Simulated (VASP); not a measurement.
# BeS (F-43m) in VASP: a series of runs

Runs on BeS. Level: PBE. Tasks: single point.

Program: VASP 6.6.1. These are calculated values, not measurements. Logs are shortened: lines on timing, memory, paths and dates and some standing lists are left out, and cuts for length are marked.

**1. The cell of the first run**

It takes space group F-43m (No. 216, cubic). Conventional cell: a = 4.869 Å, b = 4.869 Å, c = 4.869 Å, α = 90.00°, β = 90.00°, γ = 90.00°. Within 2.8 Å of Be (site symmetry -43m) lie 4 S at 2.11 Å. S (site symmetry -43m) has 4 Be at 2.11 Å within 2.8 Å.

**2. Single point, PBE**

INCAR

```
SYSTEM = BeS
  ALGO = Normal
  EDIFF = 1E-6
  ENCUT = 520
  GGA = PE
  ISIF = 2
  ISMEAR = 0
  LASPH = .TRUE.
  LCHARG = .FALSE.
  LREAL = .FALSE.
  LWAVE = .FALSE.
  NBANDS = 11
  NELM = 60
  PREC = Accurate
  SIGMA = 0.01
```

KPOINTS

```
k-points
0
G
  6 6 6
  0 0 0
```

POSCAR

```
BeS
1.0
    0.0000000000      2.4343066372      2.4343066372
    2.4343066372      0.0000000000      2.4343066372
    2.4343066372      2.4343066372      0.0000000000
Be S
1 1
Direct
    0.0000000000      0.0000000000      0.0000000000
    0.2500000000      0.2500000000      0.2500000000
```

Potentials or basis: VASP PAW PBE potentials, release 64 (Be, S).

On the command line:

```bash
cat potpaw_PBE.64/Be/POTCAR potpaw_PBE.64/S/POTCAR > POTCAR
mpirun -np 1 vasp_std > vasp.out
```

OUTCAR:

```text
SYSTEM = BeS
   EDIFF = 1E-6
   ENCUT = 520
   GGA = PE
   ISIF = 2
   ISMEAR = 0
   LASPH = .TRUE.
   LREAL = .FALSE.
   NELM = 60
   PREC = Accurate

 ion  position               nearest neighbor table
   1  0.000  0.000  0.000-   2 2.11   2 2.11   2 2.11   2 2.11
   2  0.250  0.250  0.250-   1 2.11   1 2.11   1 2.11   1 2.11

  LATTYP: Found a face centered cubic cell.
 ALAT       =     4.8686132744

  Lattice vectors:

 A1 = (   0.0000000000,   2.4343066372,   2.4343066372)
 A2 = (   2.4343066372,   0.0000000000,   2.4343066372)
 A3 = (   2.4343066372,   2.4343066372,   0.0000000000)

Analysis of symmetry for initial positions (statically):
=====================================================================
 Subroutine PRICEL returns:
 Original cell was already a primitive cell.

 Routine SETGRP: Setting up the symmetry group for a
 face centered cubic supercell.

 Subroutine GETGRP returns: Found 24 space group operations
 (whereof 24 operations were pure point group operations)
 out of a pool of 48 trial point group operations.

The static configuration has the point symmetry T_d .

Analysis of symmetry for dynamics (positions and initial velocities):
=====================================================================
 Subroutine PRICEL returns:
 Original cell was already a primitive cell.

 Routine SETGRP: Setting up the symmetry group for a
 face centered cubic supercell.

 Subroutine GETGRP returns: Found 24 space group operations
 (whereof 24 operations were pure point group operations)
 out of a pool of 48 trial point group operations.

The dynamic configuration has the point symmetry T_d .

 Subroutine INISYM returns: Found 24 space group operations
 (whereof 24 operations are pure point group operations),
 and found     1 'primitive' translations

----------------------------------------------------------------------------------------

                                     Primitive cell

  volume of cell :      28.8507

  direct lattice vectors                    reciprocal lattice vectors
     0.000000000  2.434306637  2.434306637    -0.205397296  0.205397296  0.205397296
     2.434306637  0.000000000  2.434306637     0.205397296 -0.205397296  0.205397296
     2.434306637  2.434306637  0.000000000     0.205397296  0.205397296 -0.205397296

  length of vectors
     3.442629461  3.442629461  3.442629461     0.355758552  0.355758552  0.355758552

[... 78 lines left out ...]
   ISYM   =      2    0-nonsym 1-usesym 2-fastsym
   POTIM  = 0.5000    time-step for ionic-motion
   TEBEG  =    0.0;   TEEND  =   0.0 temperature during run
   PSTRESS=    0.0 pullay stress
   NELECT =       8.0000    total number of electrons
   NUPDOWN=      -1.0000    fix difference up-down
   EMIN   =  10.00;   EMAX   =-10.00  energy-range for DOS
   EFERMI =   0.00;   METHOD = LEGACY
   ISMEAR =     0;   SIGMA  =   0.01  broadening in eV -4-tet -1-fermi 0-gaus
   EFERMI_NEDOS =   21; number of points for ismear=-14 and -15
   IALGO  =     38    algorithm
   IMIX   =      4    mixing-type and parameters
     AMIX     =   0.40;   BMIX     =  1.00
     AMIX_MAG =   1.60;   BMIX_MAG =  1.00
  volume/ion in A,a.u.               =      14.43        97.35
  Fermi-wavevector in a.u.,A,eV,Ry     =   1.067545  2.017368 15.505913  1.139652
  Thomas-Fermi vector in A             =   2.203165
   LORBIT       =      0    0 simple, 1 ext, 2 COOP (PROOUT), +10 PAW based schemes
   GGA     = PE    functional components
   LHFCALC =     F    Hartree Fock is set to
   AEXX    =    0.0000 exact exchange contribution
   IVDW    =     0    specifies the selected vdW correction
   LEPSILON=     F    determine dielectric tensor
   LRPA    =     F    only Hartree local field effects (RPA)
 non-spin polarized calculation
 Gauss-broadening in eV      SIGMA  =   0.01
  energy-cutoff  :      520.00
  volume of cell :       28.85
 maximum number of plane-waves:       791
 NGX is ok and might be reduce to    28
   NGX = 13   NGY = 13   NGZ = 13

 number of electron       7.9999999 magnetization

 Free energy of the ion-electron system (eV)
  ---------------------------------------------------
  ext. energy  EPLUGINS =         0.00000000
  ---------------------------------------------------
  free energy    TOTEN  =       -10.01050929 eV

  energy without entropy =      -10.01050929  energy(sigma->0) =      -10.01050929

 E-fermi :   4.1972     XC(G=0):  -9.6825

 val. band max:        4.0584600032   @ k =   0.0000   0.0000   0.0000
 cond. band min:       7.1936930367   @ k =   0.5000   0.5000   0.0000
 fundamental gap:      3.1352330335
 Fermi energy:         4.1972168484

 k-point     1 :       0.0000    0.0000    0.0000
  band No.  band energies     occupation
      1      -9.5577      2.00000
      2       4.0585      2.00000
      3       4.0585      2.00000
      4       4.0585      2.00000
      5       9.7316      0.00000
      6       9.7316      0.00000
      7       9.7316      0.00000
      8       9.8469      0.00000
      9      16.8488      0.00000
     10      16.8488      0.00000
     11      18.8406      0.00000
[... 197 lines left out ...]
 k-point    16 :      -0.3333    0.5000    0.1667
  band No.  band energies     occupation
      1      -7.4070      2.00000
      2      -0.4882      2.00000
      3       0.6892      2.00000
      4       0.9177      2.00000
      5       9.2086      0.00000
      6      10.7242      0.00000
      7      14.0281      0.00000
      8      14.4901      0.00000
      9      18.4250      0.00000
     10      18.4692      0.00000
     11      20.9761      0.00000

------------------------ aborting loop because EDIFF is reached ----------------------------------------

  FORCE on cell =-STRESS in cart. coord.  units (eV):
  Direction    XX          YY          ZZ          XY          YZ          ZX
  --------------------------------------------------------------------------------------
  -------------------------------------------------------------------------------------
  Total        0.0875142      0.0875142      0.0875142     -0.0000000      0.0000000      0.0000000
  in kB        4.8599658      4.8599658      4.8599658     -0.0000000      0.0000000      0.0000000
  external PRESSURE =       4.8599658 kB  Pullay stress =       0.0000000 kB

 VOLUME and BASIS-vectors are now :
 -----------------------------------------------------------------------------
  energy-cutoff  :      520.00
  volume of cell :       28.85
      direct lattice vectors                 reciprocal lattice vectors
     0.000000000  2.434306637  2.434306637    -0.205397296  0.205397296  0.205397296
     2.434306637  0.000000000  2.434306637     0.205397296 -0.205397296  0.205397296
     2.434306637  2.434306637  0.000000000     0.205397296  0.205397296 -0.205397296

 POSITION                                       TOTAL-FORCE (eV/Angst)
 -----------------------------------------------------------------------------------
      0.00000      0.00000      0.00000        -0.000000     -0.000000     -0.000000
      1.21715      1.21715      1.21715         0.000000      0.000000      0.000000
 -----------------------------------------------------------------------------------
    total drift:                                0.000000      0.000000      0.000000

  FREE ENERGIE OF THE ION-ELECTRON SYSTEM (eV)
  ---------------------------------------------------
  free  energy   TOTEN  =       -10.0105092908 eV

  energy  without entropy=      -10.0105092908  energy(sigma->0) =      -10.01050929
```

stdout:

```text
POSCAR found type information on POSCAR BeS
 POSCAR found :  2 types and       2 ions
 scaLAPACK will be used
 LDA part: xc-table for (Slater+PW92), standard interpolation
 POSCAR, INCAR and KPOINTS ok, starting setup
 FFT: planning ... GRIDC
 FFT: planning ... GRID_SOFT
 FFT: planning ... GRID
 WAVECAR not read
 entering main loop
```

Wall time 10 s (1 thread of Intel Xeon Platinum 8259CL at 2.50GHz (Skylake/Cascade Lake), shared host); peak memory 0.14 GiB.

What came out:

```yaml
Free_energy: -10.0105 eV
Pressure: 0.5 GPa
Band_gap_on_the_k_mesh: 3.14 eV, indirect (least direct gap 5.67 eV)
```

A k mesh can miss the band edges. As with any semilocal functional, this PBE gap is likely too small.

(Part 1 of 2 ends here.)
